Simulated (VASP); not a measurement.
# PW (Pnma) in VASP: single point with LDA

Aim: the single point of PW with LDA.

Program: VASP 6.6.1. These are calculated values, not measurements. Logs are shortened: lines on timing, memory, paths and dates and some standing lists are left out, and cuts for length are marked.

## (1) The cell of the first run

Symmetry: Pnma, No. 62, orthorhombic system. The conventional cell has a = 5.664 Å, b = 3.211 Å, c = 6.189 Å, α = 90.00°, β = 90.00°, γ = 90.00°. Within 3.3 Å of P (site symmetry m) lie 6 W at 2.44 to 2.52 Å and 4 P at 2.74 to 3.21 Å. W (site symmetry m) has 6 P at 2.44 to 2.52 Å and 6 W at 2.83 to 3.21 Å within 3.3 Å.

## (2) Single point, LDA

Input file INCAR:

```
SYSTEM = PW
  PREC = Accurate
  ENCUT = 520
  EDIFF = 1E-6
  ISMEAR = 0
  SIGMA = 0.1
  LREAL = .FALSE.
  LASPH = .TRUE.
  NELM = 100
  ALGO = Normal
  ISIF = 2
  LWAVE = .FALSE.
  LCHARG = .FALSE.
  GGA = CA
  NBANDS = 48
```

Input file KPOINTS:

```
Automatic mesh
0
G
  6 12 6
  0 0 0
```

Input file POSCAR:

```
PW
1.0
    5.6636625382      0.0000000000      0.0000000000
    0.0000000000      3.2106668763      0.0000000000
    0.0000000000      0.0000000000      6.1892944901
P W
4 4
Direct
    0.8173651533      0.7500000000      0.5652050878
    0.1826348467      0.2500000000      0.4347949122
    0.6826348467      0.2500000000      0.0652050878
    0.3173651533      0.7500000000      0.9347949122
   -0.0133330860      0.7500000000      0.1881807508
    0.0133330860      0.2500000000      0.8118192492
    0.5133330860      0.2500000000      0.6881807508
    0.4866669140      0.7500000000      0.3118192492
```

Potentials or basis: VASP PAW LDA potentials, release 64 (P, W_sv).

On the command line:

```
> cat potpaw_LDA.64/P/POTCAR potpaw_LDA.64/W_sv/POTCAR > POTCAR
> mpirun -np 1 vasp_std > vasp.out
```

OUTCAR:

```text
SYSTEM = PW
   PREC = Accurate
   ENCUT = 520
   EDIFF = 1E-6
   ISMEAR = 0
   LREAL = .FALSE.
   LASPH = .TRUE.
   NELM = 100
   ISIF = 2
   GGA = CA

 ion  position               nearest neighbor table
   1  0.817  0.750  0.565-   8 2.44   7 2.47   7 2.47   6 2.48   6 2.48   5 2.52   2 2.74   2 2.74

   2  0.183  0.250  0.435-   7 2.44   8 2.47   8 2.47   5 2.48   5 2.48   6 2.52   1 2.74   1 2.74

   3  0.683  0.250  0.065-   6 2.44   5 2.47   5 2.47   8 2.48   8 2.48   7 2.52   4 2.74   4 2.74

   4  0.317  0.750  0.935-   5 2.44   6 2.47   6 2.47   7 2.48   7 2.48   8 2.52   3 2.74   3 2.74

   5  0.987  0.750  0.188-   4 2.44   3 2.47   3 2.47   2 2.48   2 2.48   1 2.52   6 2.83   6 2.83
                             8 2.93   8 2.93
   6  0.013  0.250  0.812-   3 2.44   4 2.47   4 2.47   1 2.48   1 2.48   2 2.52   5 2.83   5 2.83
                             7 2.93   7 2.93
   7  0.513  0.250  0.688-   2 2.44   1 2.47   1 2.47   4 2.48   4 2.48   3 2.52   8 2.83   8 2.83
                             6 2.93   6 2.93
   8  0.487  0.750  0.312-   1 2.44   2 2.47   2 2.47   3 2.48   3 2.48   4 2.52   7 2.83   7 2.83
                             5 2.93   5 2.93

  LATTYP: Found a simple orthorhombic cell.
 ALAT       =     3.2106668763
 B/A-ratio  =     1.7640143797
 C/A-ratio  =     1.9277286397

  Lattice vectors:

 A1 = (   0.0000000000,  -3.2106668763,   0.0000000000)
 A2 = (   5.6636625382,   0.0000000000,   0.0000000000)
 A3 = (   0.0000000000,   0.0000000000,   6.1892944901)

Analysis of symmetry for initial positions (statically):
=====================================================================
 Subroutine PRICEL returns:
 Original cell was already a primitive cell.

 Routine SETGRP: Setting up the symmetry group for a
 simple orthorhombic supercell.

 Subroutine GETGRP returns: Found  8 space group operations
 (whereof  2 operations were pure point group operations)
 out of a pool of  8 trial point group operations.

The static configuration has the point symmetry S_2 .
 The point group associated with its full space group is D_2h.

Analysis of symmetry for dynamics (positions and initial velocities):
=====================================================================
 Subroutine PRICEL returns:
 Original cell was already a primitive cell.

 Routine SETGRP: Setting up the symmetry group for a
 simple orthorhombic supercell.

 Subroutine GETGRP returns: Found  8 space group operations
 (whereof  2 operations were pure point group operations)
 out of a pool of  8 trial point group operations.

The dynamic configuration has the point symmetry S_2 .
 The point group associated with its full space group is D_2h.

 Subroutine INISYM returns: Found  8 space group operations
 (whereof  2 operations are pure point group operations),
 and found     1 'primitive' translations

----------------------------------------------------------------------------------------

                                     Primitive cell

  volume of cell :     112.5470

  direct lattice vectors                    reciprocal lattice vectors
     5.663662538  0.000000000  0.000000000     0.176564192  0.000000000  0.000000000
     0.000000000  3.210666876  0.000000000     0.000000000  0.311461774  0.000000000
     0.000000000  0.000000000  6.189294490     0.000000000  0.000000000  0.161569304

  length of vectors
     5.663662538  3.210666876  6.189294490     0.176564192  0.311461774  0.161569304

  position of ions in fractional coordinates (direct lattice)
     0.817365153  0.750000000  0.565205088
     0.182634847  0.250000000  0.434794912
     0.682634847  0.250000000  0.065205088
     0.317365153  0.750000000  0.934794912
     0.986666914  0.750000000  0.188180751
     0.013333086  0.250000000  0.811819249
     0.513333086  0.250000000  0.688180751
     0.486666914  0.750000000  0.311819249

  ion indices of the primitive-cell ions
   primitive index   ion index
                 1           1
                 2           2
                 3           3
                 4           4
                 5           5
                 6           6
                 7           7
                 8           8

----------------------------------------------------------------------------------------

 KPOINTS: Automatic mesh

Automatic generation of k-mesh.
 Grid dimensions read from file:
 generate k-points for:    6   12    6

 Generating k-lattice:

  Cartesian coordinates                     Fractional coordinates (reciprocal lattice)
     0.029427365  0.000000000  0.000000000     0.166666667  0.000000000  0.000000000
     0.000000000  0.025955148  0.000000000     0.000000000  0.083333333  0.000000000
     0.000000000  0.000000000  0.026928217     0.000000000  0.000000000  0.166666667

  Length of vectors
     0.029427365  0.025955148  0.026928217

  Shift w.r.t. Gamma in fractional coordinates (k-lattice)
     0.000000000  0.000000000  0.000000000

 Subroutine IBZKPT returns following result:
 ===========================================

 Found    112 irreducible k-points:

 Following reciprocal coordinates:
            Coordinates               Weight
  0.000000  0.000000  0.000000      1.000000
  0.166667  0.000000  0.000000      2.000000
  0.333333  0.000000  0.000000      2.000000
  0.500000  0.000000  0.000000      1.000000
  0.000000  0.083333  0.000000      2.000000
  0.166667  0.083333  0.000000      4.000000
[... 16 lines left out ...]
  0.333333  0.416667  0.000000      4.000000
  0.500000  0.416667  0.000000      2.000000
 [... further k-points ...]
   k-points           NKPTS =    112   k-points in BZ     NKDIM =    112   number of bands    NBANDS=     48
   number of dos      NEDOS =    301   number of ions     NIONS =      8
   total plane-waves  NPLWV =  48384
   dimension x,y,z NGX =    42 NGY =   24 NGZ =   48
   dimension x,y,z NGXF=    84 NGYF=   48 NGZF=   96
   ions per type =               4   4
   NGX,Y,Z   is equivalent  to a cutoff of  12.33, 12.43, 12.89 a.u.
   NGXF,Y,Z  is equivalent  to a cutoff of  24.66, 24.85, 25.79 a.u.
 SYSTEM =  PW
   PREC   = accura    normal or accurate (medium, high low for compatibility)
   ISTART =      0    job   : 0-new  1-cont  2-samecut
   ICHARG =      2    charge: 1-file 2-atom 10-const
   ISPIN  =      1    spin polarized calculation?
   LNONCOLLINEAR =      F non collinear calculations
   LSORBIT =      F    spin-orbit coupling
   LASPH  =      T    aspherical Exc in radial PAW
   ENCUT  =  520.0 eV  38.22 Ry    6.18 a.u.  10.53  5.97 11.51*2*pi/ulx,y,z
   NELM   =    100;   NELMIN=  2; NELMDL= -5     # of ELM steps
   EDIFF  = 0.1E-05   stopping-criterion for ELM
   LREAL  =      F    real-space projection
   EDIFFG = 0.1E-04   stopping-criterion for IOM
   NSW    =      0    number of steps for IOM
   IBRION =     -1    ionic relax: 0-MD 1-quasi-New 2-CG
   NFREE  =      0    steps in history (QN), initial steepest desc. (CG)
   ISIF   =      2    stress and relaxation
   ISYM   =      2    0-nonsym 1-usesym 2-fastsym
   POTIM  = 0.5000    time-step for ionic-motion
   TEBEG  =    0.0;   TEEND  =   0.0 temperature during run
   PSTRESS=    0.0 pullay stress
   NELECT =      76.0000    total number of electrons
   NUPDOWN=      -1.0000    fix difference up-down
   EMIN   =  10.00;   EMAX   =-10.00  energy-range for DOS
   EFERMI =   0.00;   METHOD = LEGACY
   ISMEAR =     0;   SIGMA  =   0.10  broadening in eV -4-tet -1-fermi 0-gaus
   EFERMI_NEDOS =   21; number of points for ismear=-14 and -15
   IALGO  =     38    algorithm
   IMIX   =      4    mixing-type and parameters
     AMIX     =   0.40;   BMIX     =  1.00
     AMIX_MAG =   1.60;   BMIX_MAG =  1.00
  volume/ion in A,a.u.               =      14.07        94.94
  Fermi-wavevector in a.u.,A,eV,Ry     =   1.436266  2.714149 28.066901  2.062859
  Thomas-Fermi vector in A             =   2.555473
   LORBIT       =      0    0 simple, 1 ext, 2 COOP (PROOUT), +10 PAW based schemes
   GGA     = CA    functional components
   LHFCALC =     F    Hartree Fock is set to
   AEXX    =    0.0000 exact exchange contribution
   IVDW    =     0    specifies the selected vdW correction
   LEPSILON=     F    determine dielectric tensor
   LRPA    =     F    only Hartree local field effects (RPA)
 non-spin polarized calculation
 Gauss-broadening in eV      SIGMA  =   0.10
  energy-cutoff  :      520.00
  volume of cell :      112.55
 maximum number of plane-waves:      3064
   NGX = 21   NGY = 11   NGZ = 23

 number of electron      75.9999997 magnetization

 Free energy of the ion-electron system (eV)
  ---------------------------------------------------
  ext. energy  EPLUGINS =         0.00000000
  ---------------------------------------------------
  free energy    TOTEN  =       -84.47286266 eV

  energy without entropy =      -84.45734101  energy(sigma->0) =      -84.46510183

 E-fermi :  11.7392     XC(G=0): -13.0322

 val. band max:       11.7264215642   @ k =   0.1667   0.1667   0.0000
 cond. band min:      11.7400513866   @ k =   0.5000   0.3333   0.0000
 fundamental gap:      0.0136298224
 Fermi energy:        11.7391641581

 k-point     1 :       0.0000    0.0000    0.0000
  band No.  band energies     occupation
      1     -62.0642      2.00000
      2     -62.0371      2.00000
      3     -62.0230      2.00000
      4     -61.9962      2.00000
      5     -26.9441      2.00000
      6     -26.8750      2.00000
[... 40 lines left out ...]
     47      15.2511      0.00000
     48      15.3445      0.00000

 k-point     2 :       0.1667    0.0000    0.0000
  band No.  band energies     occupation
      1     -62.0624      2.00000
      2     -62.0390      2.00000
      3     -62.0212      2.00000
      4     -61.9980      2.00000
      5     -26.9285      2.00000
      6     -26.8510      2.00000
[... 40 lines left out ...]
     47      15.3250      0.00000
     48      15.4006      0.00000

 k-point     3 :       0.3333    0.0000    0.0000
  band No.  band energies     occupation
      1     -62.0574      2.00000
      2     -62.0439      2.00000
      3     -62.0163      2.00000
      4     -62.0029      2.00000
      5     -26.8949      2.00000
      6     -26.8321      2.00000
[... 40 lines left out ...]
     47      15.2606      0.00000
     48      15.3063      0.00000

 k-point     4 :       0.5000    0.0000    0.0000
  band No.  band energies     occupation
      1     -62.0507      2.00000
      2     -62.0507      2.00000
      3     -62.0096      2.00000
      4     -62.0096      2.00000
      5     -26.8609      2.00000
      6     -26.8609      2.00000
[... 958 lines left out ...]
     47      15.7916      0.00000
     48      15.8548      0.00000

 k-point    23 :       0.3333    0.4167    0.0000
  band No.  band energies     occupation
      1     -62.0349      2.00000
      2     -62.0242      2.00000
      3     -62.0215      2.00000
      4     -62.0109      2.00000
      5     -26.8375      2.00000
      6     -26.8285      2.00000
[... 40 lines left out ...]
     47      15.3924      0.00000
     48      15.6993      0.00000

 k-point    24 :       0.5000    0.4167    0.0000
  band No.  band energies     occupation
      1     -62.0282      2.00000
      2     -62.0282      2.00000
      3     -62.0176      2.00000
      4     -62.0176      2.00000
      5     -26.8294      2.00000
      6     -26.8294      2.00000
[... 40 lines left out ...]
     47      15.3056      0.00000
     48      15.3056      0.00000

 [... further k-points ...]

------------------------ aborting loop because EDIFF is reached ----------------------------------------

  FORCE on cell =-STRESS in cart. coord.  units (eV):
  Direction    XX          YY          ZZ          XY          YZ          ZX
  --------------------------------------------------------------------------------------
  -------------------------------------------------------------------------------------
  Total        0.7292899      0.6045737      0.7611356      0.0000000      0.0000000      0.0000000
  in kB       10.3819036      8.6064901     10.8352481      0.0000000      0.0000000      0.0000000
  external PRESSURE =       9.9412139 kB  Pullay stress =       0.0000000 kB

 VOLUME and BASIS-vectors are now :
 -----------------------------------------------------------------------------
  energy-cutoff  :      520.00
  volume of cell :      112.55
      direct lattice vectors                 reciprocal lattice vectors
     5.663662538  0.000000000  0.000000000     0.176564192  0.000000000  0.000000000
     0.000000000  3.210666876  0.000000000     0.000000000  0.311461774  0.000000000
     0.000000000  0.000000000  6.189294490     0.000000000  0.000000000  0.161569304

 POSITION                                       TOTAL-FORCE (eV/Angst)
 -----------------------------------------------------------------------------------
      4.62928      2.40800      3.49822         0.022679     -0.000000     -0.005029
      1.03438      0.80267      2.69107        -0.022679      0.000000      0.005029
      3.86621      0.80267      0.40357        -0.022679     -0.000000     -0.005029
      1.79745      2.40800      5.78572         0.022679     -0.000000      0.005029
      5.58815      2.40800      1.16471        -0.003041     -0.000000      0.022157
      0.07551      0.80267      5.02459         0.003041      0.000000     -0.022157
      2.90735      0.80267      4.25935         0.003041     -0.000000      0.022157
      2.75632      2.40800      1.92994        -0.003041     -0.000000     -0.022157
 -----------------------------------------------------------------------------------
    total drift:                                0.000000     -0.000000      0.000000

  FREE ENERGIE OF THE ION-ELECTRON SYSTEM (eV)
  ---------------------------------------------------
  free  energy   TOTEN  =       -84.4728626572 eV

  energy  without entropy=      -84.4573410084  energy(sigma->0) =      -84.46510183
```

Run time: 8.4 min. Hardware: 1 thread of Intel Xeon Platinum 8259CL at 2.50GHz (Skylake/Cascade Lake), shared host; peak memory 0.49 GiB.

What came out:

* Free energy: -84.4729 eV
* Pressure: 1.0 GPa
* Largest force: 0.023 eV/Å
* Band gap on the k mesh: zero (bands 38 and 39 overlap by 1.55 eV)

Forces in eV/Å, atoms in the order of the input:
```
P    0.023  0.000 -0.005
P   -0.023  0.000  0.005
P   -0.023  0.000 -0.005
P    0.023  0.000  0.005
W   -0.003  0.000  0.022
W    0.003  0.000 -0.022
W    0.003  0.000  0.022
W   -0.003  0.000 -0.022
```

Stress tensor (GPa, compression positive):
```
1.04 0.00 0.00
0.00 0.86 0.00
0.00 0.00 1.08
```

Levels at points of the mesh, in eV from the Fermi level:
```tsv
k point	band 34	band 35	band 36	band 37	band 38	band 39	band 40	band 41	band 42	band 43
(0.00, 0.00, 0.00)	-1.38	-1.11	-0.97	-0.92	-0.71	-0.54	0.54	0.91	1.18	1.41
(0.50, 0.00, 0.00)	-2.77	-1.34	-1.34	-0.55	-0.55	0.57	0.57	1.39	1.39	1.78
(0.00, 0.50, 0.00)	-2.61	-2.59	-2.59	-0.36	-0.36	-0.05	-0.05	2.16	2.16	2.76
(0.50, 0.50, 0.00)	-2.60	-2.60	-2.60	1.00	1.00	1.00	1.00	2.42	2.42	2.42
(0.00, 0.00, 0.50)	-2.27	-1.81	-1.81	-1.44	-1.44	0.09	0.09	0.98	0.98	2.60
(0.50, 0.00, 0.50)	-2.87	-1.57	-1.57	-0.84	-0.84	0.41	0.41	0.76	0.76	2.27
(0.00, 0.50, 0.50)	-2.70	-1.88	-1.88	-0.49	-0.49	0.54	0.54	2.29	2.29	2.45
(0.50, 0.50, 0.50)	-2.14	-2.14	-2.14	0.38	0.38	0.38	0.38	2.25	2.25	2.25
```

Caveat: spin-orbit coupling is left out, which moves the levels of the heavy elements.
